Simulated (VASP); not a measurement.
Wanted: the native input for a VASP 6.6.1 run.

| Item | Value |
| --- | --- |
| Task | single point |
| Functional | LDA |
| Potentials or basis | VASP PAW LDA potentials, release 64 (B, P) |
| Cutoff | 500 eV |
| k mesh | 15 × 15 × 15 |
| Occupations | fermi-dirac, width 0.08 eV |
| Spin | no spin polarisation |
| Dipole correction | no |
| Further INCAR settings | ALGO = Normal; EDIFF = 1e-06; NBANDS = 11 |

The structure of BP (zincblende type) lies in POSCAR:

```
BP
1.0
    0.0000000000      1.8394100818      1.8394100818
    1.8394100818      0.0000000000      1.8394100818
    1.8394100818      1.8394100818      0.0000000000
B P
1 1
Direct
    0.0000000000      0.0000000000      0.0000000000
    0.2500000000      0.2500000000      0.2500000000
```

This cell differs from its parent crystal: volume scaled by 0.55.

One way to write it, as run:

INCAR

```
ALGO = Normal ; EDIFF = 1E-6
ENCUT = 500 ; GGA = CA
GGA_COMPAT = F ; ISIF = 2
ISMEAR = -1 ; LASPH = T
LCHARG = F ; LREAL = F
LWAVE = F ; NBANDS = 11
NELM = 120 ; PREC = Accurate
SIGMA = 0.08
```

KPOINTS

```
k-points
0
Gamma
  15 15 15
```

Potentials or basis: VASP PAW LDA potentials, release 64 (B, P).

The run is started by

```sh
$ cat potpaw_LDA.64/B/POTCAR potpaw_LDA.64/P/POTCAR > POTCAR
$ mpirun -np 1 vasp_std > vasp.out
```

It gave:

```yaml
Pressure: 305.7 GPa
Band_gap_on_the_k_mesh: 0.14 eV, indirect (least direct gap 5.40 eV)
```

It used 5.8 s of CPU time on 1 thread of AMD EPYC 9R45 (Zen 5), on a shared host.
